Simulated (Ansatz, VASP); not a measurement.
# Two plane-wave programs on Ga

```
Ga
1.0
     1.42661   -3.99942    0.00000
     1.42661    3.99942    0.00000
     0.00000    0.00000    3.27481
Ga
2
Direct
  0.86700 0.13300 0.25000
  0.13300 0.86700 0.75000
```

Alike in both runs: task single point; functional r2SCAN; k mesh 20 × 20 × 16; occupations gaussian, width 0.15 eV; no spin polarisation.

|  | VASP | Ansatz |
| --- | --- | --- |
| version | VASP 6.6.1 | Ansatz 0.2.0 |
| potentials or method | VASP PAW PBE potentials, release 64 (Ga_d), cutoff 520 eV | scalar-relativistic, plane waves, PAW |
| valence electrons in the cell | 26 | 26 |

Ansatz gave:

- gap on the k mesh at the Fermi level (eV): none
- pressure (GPa): -1.6
- traceless stress, the component that is largest in VASP (GPa): -1.72
- rms of the force components (eV/Å): 0.108

What did VASP give for the same quantities?

gap on the k mesh at the Fermi level (eV): none; pressure (GPa): -1.6; traceless stress, the component that is largest in VASP (GPa): -1.73; rms of the force components (eV/Å): 0.107.

VASP's potentials were made for PBE, not for r2SCAN. Atom by atom the forces differ by 0.000 eV/Å (rms over components). A gap of «none» marks a metal or a gap that the smearing closes. With one functional, cell and mesh, what is left measures potentials, basis and numerics.
